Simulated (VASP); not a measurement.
# Al2P3 (P4/mmm) in VASP: notebook

The runs below take Al2P3 through single point, with PBE.

Everything below comes from runs of VASP 6.6.1. Logs are shortened: lines on timing, memory, paths and dates and some standing lists are left out, and cuts for length are marked.

### 1 The cell of the first run

It takes space group P4/mmm (No. 123, tetragonal). The conventional cell has a = 3.341 Å, b = 3.341 Å, c = 7.426 Å, α = 90.00°, β = 90.00°, γ = 90.00°. Al (site symmetry 4mm) has 8 P at 2.59 to 2.78 Å and 5 Al at 2.94 to 3.34 Å within 3.4 Å. P (site symmetry 4mm) has 2 P at 2.35 to 2.54 Å and 4 Al at 2.59 Å within 3.1 Å. Within 3.3 Å of P (site symmetry 4/mmm) lie 2 P at 2.54 Å and 8 Al at 2.78 Å.

### 2 Single point, PBE

INCAR reads:

```
PREC     = Accurate       # precision mode
ENCUT    = 520            # plane-wave cutoff, eV
EDIFF    = 1E-7           # SCF threshold, eV
ISMEAR   = 0              # smearing method
SIGMA    = 0.1            # smearing width, eV
LREAL    = False          # projectors in reciprocal space
LASPH    = True           # aspherical terms in the spheres
NELM     = 80             # most SCF steps
ALGO     = Normal         # electronic algorithm
ISIF     = 2              # what is computed and relaxed
LWAVE    = False          # write WAVECAR
LCHARG   = False          # write CHGCAR
GGA      = PE             # functional
NBANDS   = 18             # bands
```

KPOINTS reads:

```
Automatic mesh
0
Gamma
  4 4 4
```

POSCAR reads:

```
Al2P3
1.0
    3.3414164583      0.0000000000      0.0000000000
    0.0000000000      3.3414164583      0.0000000000
    0.0000000000      0.0000000000      7.4257366782
Al P
2 3
Direct
    0.0000000000      0.0000000000      0.6981309453
    0.0000000000      0.0000000000      0.3018690547
    0.5000000000      0.5000000000      0.8418295195
    0.5000000000      0.5000000000      0.1581704805
    0.5000000000      0.5000000000      0.5000000000
```

Potentials or basis: VASP PAW PBE potentials, release 64 (Al, P).

Run with:

```sh
cat potpaw_PBE.64/Al/POTCAR potpaw_PBE.64/P/POTCAR > POTCAR
mpirun -np 1 vasp_std > vasp.out
```

OUTCAR:

```text
PREC = Accurate
   ENCUT = 520
   EDIFF = 1E-7
   ISMEAR = 0
   LREAL = False
   LASPH = True
   NELM = 80
   ISIF = 2
   GGA = PE

 ion  position               nearest neighbor table
   1  0.000  0.000  0.698-   3 2.59   3 2.59   3 2.59   3 2.59   5 2.78   5 2.78   5 2.78   5 2.78
                             2 2.94
   2  0.000  0.000  0.302-   4 2.59   4 2.59   4 2.59   4 2.59   5 2.78   5 2.78   5 2.78   5 2.78
                             1 2.94
   3  0.500  0.500  0.842-   4 2.35   5 2.54   1 2.59   1 2.59   1 2.59   1 2.59
   4  0.500  0.500  0.158-   3 2.35   5 2.54   2 2.59   2 2.59   2 2.59   2 2.59
   5  0.500  0.500  0.500-   3 2.54   4 2.54   1 2.78   2 2.78   1 2.78   2 2.78   1 2.78   2 2.78
                             1 2.78   2 2.78

  LATTYP: Found a simple tetragonal cell.
 ALAT       =     3.3414164583
 C/A-ratio  =     2.2223319873

  Lattice vectors:

 A1 = (   3.3414164583,   0.0000000000,   0.0000000000)
 A2 = (   0.0000000000,   3.3414164583,   0.0000000000)
 A3 = (   0.0000000000,   0.0000000000,   7.4257366782)

Analysis of symmetry for initial positions (statically):
=====================================================================
 Subroutine PRICEL returns:
 Original cell was already a primitive cell.

 Routine SETGRP: Setting up the symmetry group for a
 simple tetragonal supercell.

 Subroutine GETGRP returns: Found 16 space group operations
 (whereof 16 operations were pure point group operations)
 out of a pool of 16 trial point group operations.

The static configuration has the point symmetry D_4h.

Analysis of symmetry for dynamics (positions and initial velocities):
=====================================================================
 Subroutine PRICEL returns:
 Original cell was already a primitive cell.

 Routine SETGRP: Setting up the symmetry group for a
 simple tetragonal supercell.

 Subroutine GETGRP returns: Found 16 space group operations
 (whereof 16 operations were pure point group operations)
 out of a pool of 16 trial point group operations.

The dynamic configuration has the point symmetry D_4h.

 Subroutine INISYM returns: Found 16 space group operations
 (whereof 16 operations are pure point group operations),
 and found     1 'primitive' translations

----------------------------------------------------------------------------------------

                                     Primitive cell

  volume of cell :      82.9088

  direct lattice vectors                    reciprocal lattice vectors
     3.341416458  0.000000000  0.000000000     0.299274279  0.000000000  0.000000000
     0.000000000  3.341416458  0.000000000     0.000000000  0.299274279  0.000000000
     0.000000000  0.000000000  7.425736678     0.000000000  0.000000000  0.134666774

  length of vectors
     3.341416458  3.341416458  7.425736678     0.299274279  0.299274279  0.134666774

  position of ions in fractional coordinates (direct lattice)
     0.000000000  0.000000000  0.698130945
     0.000000000  0.000000000  0.301869055
     0.500000000  0.500000000  0.841829520
     0.500000000  0.500000000  0.158170480
     0.500000000  0.500000000  0.500000000

  ion indices of the primitive-cell ions
   primitive index   ion index
                 1           1
                 2           2
                 3           3
                 4           4
                 5           5

----------------------------------------------------------------------------------------

 KPOINTS: Automatic mesh

Automatic generation of k-mesh.
 Grid dimensions read from file:
 generate k-points for:    4    4    4

 Generating k-lattice:

  Cartesian coordinates                     Fractional coordinates (reciprocal lattice)
     0.074818570  0.000000000  0.000000000     0.250000000  0.000000000  0.000000000
     0.000000000  0.074818570  0.000000000     0.000000000  0.250000000  0.000000000
     0.000000000  0.000000000  0.033666693     0.000000000  0.000000000  0.250000000

  Length of vectors
     0.074818570  0.074818570  0.033666693

  Shift w.r.t. Gamma in fractional coordinates (k-lattice)
     0.000000000  0.000000000  0.000000000

 Subroutine IBZKPT returns following result:
 ===========================================

 Found     18 irreducible k-points:

 Following reciprocal coordinates:
            Coordinates               Weight
  0.000000  0.000000  0.000000      1.000000
  0.250000  0.000000  0.000000      4.000000
  0.500000  0.000000  0.000000      2.000000
  0.250000  0.250000  0.000000      4.000000
  0.500000  0.250000  0.000000      4.000000
  0.500000  0.500000  0.000000      1.000000
[... 10 lines left out ...]
  0.500000  0.250000  0.500000      4.000000
  0.500000  0.500000  0.500000      1.000000
   k-points           NKPTS =     18   k-points in BZ     NKDIM =     18   number of bands    NBANDS=     18
   number of dos      NEDOS =    301   number of ions     NIONS =      5
   total plane-waves  NPLWV =  43904
   dimension x,y,z NGX =    28 NGY =   28 NGZ =   56
   dimension x,y,z NGXF=    56 NGYF=   56 NGZF=  112
   ions per type =               2   3
   NGX,Y,Z   is equivalent  to a cutoff of  13.93, 13.93, 12.54 a.u.
   NGXF,Y,Z  is equivalent  to a cutoff of  27.86, 27.86, 25.07 a.u.
 SYSTEM =  unknown system
   PREC   = accura    normal or accurate (medium, high low for compatibility)
   ISTART =      0    job   : 0-new  1-cont  2-samecut
   ICHARG =      2    charge: 1-file 2-atom 10-const
   ISPIN  =      1    spin polarized calculation?
   LNONCOLLINEAR =      F non collinear calculations
   LSORBIT =      F    spin-orbit coupling
   LASPH  =      T    aspherical Exc in radial PAW
   ENCUT  =  520.0 eV  38.22 Ry    6.18 a.u.   6.21  6.21 13.81*2*pi/ulx,y,z
   NELM   =     80;   NELMIN=  2; NELMDL= -5     # of ELM steps
   EDIFF  = 0.1E-06   stopping-criterion for ELM
   LREAL  =      F    real-space projection
   EDIFFG = 0.1E-05   stopping-criterion for IOM
   NSW    =      0    number of steps for IOM
   IBRION =     -1    ionic relax: 0-MD 1-quasi-New 2-CG
   NFREE  =      0    steps in history (QN), initial steepest desc. (CG)
   ISIF   =      2    stress and relaxation
   ISYM   =      2    0-nonsym 1-usesym 2-fastsym
   POTIM  = 0.5000    time-step for ionic-motion
   TEBEG  =    0.0;   TEEND  =   0.0 temperature during run
   PSTRESS=    0.0 pullay stress
   NELECT =      21.0000    total number of electrons
   NUPDOWN=      -1.0000    fix difference up-down
   EMIN   =  10.00;   EMAX   =-10.00  energy-range for DOS
   EFERMI =   0.00;   METHOD = LEGACY
   ISMEAR =     0;   SIGMA  =   0.10  broadening in eV -4-tet -1-fermi 0-gaus
   EFERMI_NEDOS =   21; number of points for ismear=-14 and -15
   IALGO  =     38    algorithm
   IMIX   =      4    mixing-type and parameters
     AMIX     =   0.40;   BMIX     =  1.00
     AMIX_MAG =   1.60;   BMIX_MAG =  1.00
  volume/ion in A,a.u.               =      16.58       111.90
  Fermi-wavevector in a.u.,A,eV,Ry     =   1.035812  1.957401 14.597784  1.072907
  Thomas-Fermi vector in A             =   2.170173
   LORBIT       =      0    0 simple, 1 ext, 2 COOP (PROOUT), +10 PAW based schemes
   GGA     = PE    functional components
   LHFCALC =     F    Hartree Fock is set to
   AEXX    =    0.0000 exact exchange contribution
   IVDW    =     0    specifies the selected vdW correction
   LEPSILON=     F    determine dielectric tensor
   LRPA    =     F    only Hartree local field effects (RPA)
 non-spin polarized calculation
 Gauss-broadening in eV      SIGMA  =   0.10
  energy-cutoff  :      520.00
  volume of cell :       82.91
 maximum number of plane-waves:      2260
 NGX is ok and might be reduce to    28
   NGX = 13   NGY = 13   NGZ = 27

 number of electron      20.9999999 magnetization

 Free energy of the ion-electron system (eV)
  ---------------------------------------------------
  ext. energy  EPLUGINS =         0.00000000
  ---------------------------------------------------
  free energy    TOTEN  =       -23.12531086 eV

  energy without entropy =      -23.12074583  energy(sigma->0) =      -23.12302835

 E-fermi :   7.9136     XC(G=0): -10.3984

 val. band max:        7.9085989108   @ k =   0.0000   0.0000   0.5000
 cond. band min:       7.9842758826   @ k =   0.2500   0.0000   0.0000
 fundamental gap:      0.0756769718
 Fermi energy:         7.9135522576

 k-point     1 :       0.0000    0.0000    0.0000
  band No.  band energies     occupation
      1      -6.4618      2.00000
      2      -4.1741      2.00000
      3      -3.5716      2.00000
      4       3.6591      2.00000
      5       3.9499      2.00000
      6       5.5821      2.00000
[... 10 lines left out ...]
     17      14.0910      0.00000
     18      14.2837      0.00000

 k-point     2 :       0.2500    0.0000    0.0000
  band No.  band energies     occupation
      1      -5.8472      2.00000
      2      -3.5451      2.00000
      3      -3.0380      2.00000
      4       1.6747      2.00000
      5       3.8108      2.00000
      6       3.9597      2.00000
[... 10 lines left out ...]
     17      13.5975      0.00000
     18      14.1372      0.00000

 k-point     3 :       0.5000    0.0000    0.0000
  band No.  band energies     occupation
      1      -4.8920      2.00000
      2      -2.5413      2.00000
      3      -2.2427      2.00000
      4      -0.7578      2.00000
      5       1.3876      2.00000
      6       2.6498      2.00000
[... 10 lines left out ...]
     17      12.7683      0.00000
     18      13.1786      0.00000

 k-point     4 :       0.2500    0.2500    0.0000
  band No.  band energies     occupation
      1      -5.2577      2.00000
      2      -2.9373      2.00000
      3      -2.5200      2.00000
      4       1.9479      2.00000
      5       2.8397      2.00000
      6       4.1716      2.00000
[... 249 lines left out ...]
      4       1.2334      2.00000
      5       2.2288      2.00000
      6       3.1426      2.00000
[... 10 lines left out ...]
     17      13.3650      0.00000
     18      14.1105      0.00000

 k-point    17 :       0.5000    0.2500    0.5000
  band No.  band energies     occupation
      1      -3.8067      2.00000
      2      -3.6657      2.00000
      3       0.2177      2.00000
      4       0.5600      2.00000
      5       1.2305      2.00000
      6       1.9980      2.00000
[... 10 lines left out ...]
     17      11.3669      0.00000
     18      14.6580      0.00000

 k-point    18 :       0.5000    0.5000    0.5000
  band No.  band energies     occupation
      1      -2.9956      2.00000
      2      -2.9933      2.00000
      3       1.3738      2.00000
      4       1.7304      2.00000
      5       1.7304      2.00000
      6       2.4462      2.00000
[... 10 lines left out ...]
     17      11.8045      0.00000
     18      12.1817      0.00000

------------------------ aborting loop because EDIFF is reached ----------------------------------------

  FORCE on cell =-STRESS in cart. coord.  units (eV):
  Direction    XX          YY          ZZ          XY          YZ          ZX
  --------------------------------------------------------------------------------------
  -------------------------------------------------------------------------------------
  Total       -0.0041318     -0.0041318     -0.1306607      0.0000000     -0.0000000      0.0000000
  in kB       -0.0798454     -0.0798454     -2.5249623      0.0000000     -0.0000000      0.0000000
  external PRESSURE =      -0.8948843 kB  Pullay stress =       0.0000000 kB

 VOLUME and BASIS-vectors are now :
 -----------------------------------------------------------------------------
  energy-cutoff  :      520.00
  volume of cell :       82.91
      direct lattice vectors                 reciprocal lattice vectors
     3.341416458  0.000000000  0.000000000     0.299274279  0.000000000  0.000000000
     0.000000000  3.341416458  0.000000000     0.000000000  0.299274279  0.000000000
     0.000000000  0.000000000  7.425736678     0.000000000  0.000000000  0.134666774

 POSITION                                       TOTAL-FORCE (eV/Angst)
 -----------------------------------------------------------------------------------
      0.00000      0.00000      5.18414        -0.000000      0.000000     -0.004591
      0.00000      0.00000      2.24160         0.000000      0.000000      0.004591
      1.67071      1.67071      6.25120        -0.000000     -0.000000      0.004809
      1.67071      1.67071      1.17453        -0.000000      0.000000     -0.004809
      1.67071      1.67071      3.71287        -0.000000      0.000000      0.000000
 -----------------------------------------------------------------------------------
    total drift:                               -0.000000      0.000000     -0.000000

  FREE ENERGIE OF THE ION-ELECTRON SYSTEM (eV)
  ---------------------------------------------------
  free  energy   TOTEN  =       -23.1253108633 eV

  energy  without entropy=      -23.1207458299  energy(sigma->0) =      -23.12302835
```

Run time: 15 s. Hardware: 1 thread of Intel Xeon 6975P-C (Granite Rapids), shared host; peak memory 0.19 GiB.

Results:

```
Free energy   : -23.1253 eV
Pressure      : -0.1 GPa
Largest force : 0.005 eV/Å
```

Forces in eV/Å, atoms in the order of the input:
```
Al   0.000  0.000 -0.005
Al   0.000  0.000  0.005
P    0.000  0.000  0.005
P    0.000  0.000 -0.005
P    0.000  0.000  0.000
```

Stress tensor (GPa, compression positive):
```
-0.01  0.00  0.00
 0.00 -0.01  0.00
 0.00  0.00 -0.25
```

Caveat: the k points lie up to 0.47 Å⁻¹ apart.

### 3 Single point, PBE

This run uses another cell than the first one, of 17.88 Å³/atom, 1.078 times its volume.

INCAR reads:

```
SYSTEM = Al2P3
ALGO = Normal
EDIFF = 1E-7
ENCUT = 520
GGA = PE
ISIF = 2
ISMEAR = 0
LASPH = .True.
LCHARG = .False.
LREAL = .False.
LWAVE = .False.
NBANDS = 18
NELM = 80
PREC = Accurate
SIGMA = 0.1
```

KPOINTS reads:

```
k-points
0
Gamma
  4 4 4
  0 0 0
```

POSCAR reads:

```
Al2P3
1.0
    3.7550322200      0.0000000000      0.0000000000
    0.0000000000      3.7550322200      0.0000000000
    0.0000000000      0.0000000000      6.3410589400
Al P
2 3
Direct
    0.0000000000      0.0000000000      0.7729038100
    0.0000000000      0.0000000000      0.2270961900
    0.5000000000      0.5000000000      0.7550523300
    0.5000000000      0.5000000000      0.2449476700
    0.5000000000      0.5000000000      0.5000000000
```

Potentials or basis: VASP PAW PBE potentials, release 64 (Al, P).

Run with:

```sh
cat potpaw_PBE.64/Al/POTCAR potpaw_PBE.64/P/POTCAR > POTCAR
mpirun -np 1 vasp_std > vasp.out
```

It took 14 s on 1 thread of Intel Xeon 6975P-C (Granite Rapids), shared host; peak memory 0.18 GiB.

The run converged. Its results:

- Free energy: -14.3954 eV
- Pressure: 43.6 GPa
- Largest force: 22.770 eV/Å

Forces on the atoms (eV/Å):
```
Al    0.000   0.000   0.348
Al    0.000   0.000  -0.348
P     0.000   0.000  22.770
P     0.000   0.000 -22.770
P     0.000   0.000   0.000
```

Stress tensor (GPa, compression positive):
```
  0.31   0.00   0.00
  0.00   0.31   0.00
  0.00   0.00 130.07
```

Levels at points of the mesh, in eV from the Fermi level:
```csv
k point,band 7,band 8,band 9,band 10,band 11,band 12,band 13,band 14
"(0.00, 0.00, 0.00)",-3.59,-2.98,-2.98,-0.36,0.28,0.89,0.89,1.08
"(0.50, 0.00, 0.00)",-4.02,-3.87,-2.36,0.17,0.99,1.28,1.99,3.14
"(0.50, 0.50, 0.00)",-5.21,-5.06,-3.16,-2.15,-1.71,-1.71,-0.79,3.89
"(0.00, 0.00, 0.50)",-3.40,-3.40,-3.16,-1.67,1.34,1.50,2.29,2.29
"(0.50, 0.00, 0.50)",-5.11,-2.68,-1.15,-1.00,0.50,1.22,1.76,1.81
"(0.50, 0.50, 0.50)",-5.51,-5.47,-4.24,-4.12,0.12,0.12,2.36,2.36
```

Caveat: the k points lie up to 0.42 Å⁻¹ apart; forces of over 1 eV/Å act on the atoms, so gaps and moduli don't describe the material at rest.
